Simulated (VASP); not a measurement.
A run of VASP 6.6.1:

File INCAR:

```
  PREC = Accurate
  ENCUT = 600
  EDIFF = 1E-8
  ISMEAR = 0
  SIGMA = 0.2
  LREAL = False
  LASPH = True
  NELM = 100
  ALGO = Normal
  ISIF = 3
  LWAVE = False
  LCHARG = False
  GGA = CA
  IBRION = 6
  NFREE = 2
  POTIM = 0.015
  NSW = 1
```

File KPOINTS:

```
regular mesh
0
Gamma
  18 18 16
```

The input POSCAR:

```
FeB2
1.0
    3.0285529700      0.0000000000      0.0000000000
   -1.5142764850      2.6228038087      0.0000000000
    0.0000000000      0.0000000000      2.5531647469
Fe B
1 2
Direct
    0.0000000000      0.0000000000      0.0000000000
    0.3333333333      0.6666666667      0.5000000000
    0.6666666667      0.3333333333      0.5000000000
```

Potentials or basis: VASP PAW LDA potentials, release 64 (Fe, B).

Command:

```console
$ cat potpaw_LDA.64/Fe/POTCAR potpaw_LDA.64/B/POTCAR > POTCAR
$ mpirun -np 1 vasp_std > vasp.out
```

Hardware: 1 thread of Oxide Virtual Turin-like Processor (shared host).

Question: Estimate the wall time of this run.

Answer: Wall time 67 min on 1 thread of Oxide Virtual Turin-like Processor, on a shared host, peak memory 0.82 GiB. Counts: scf iterations 203, k points 333.
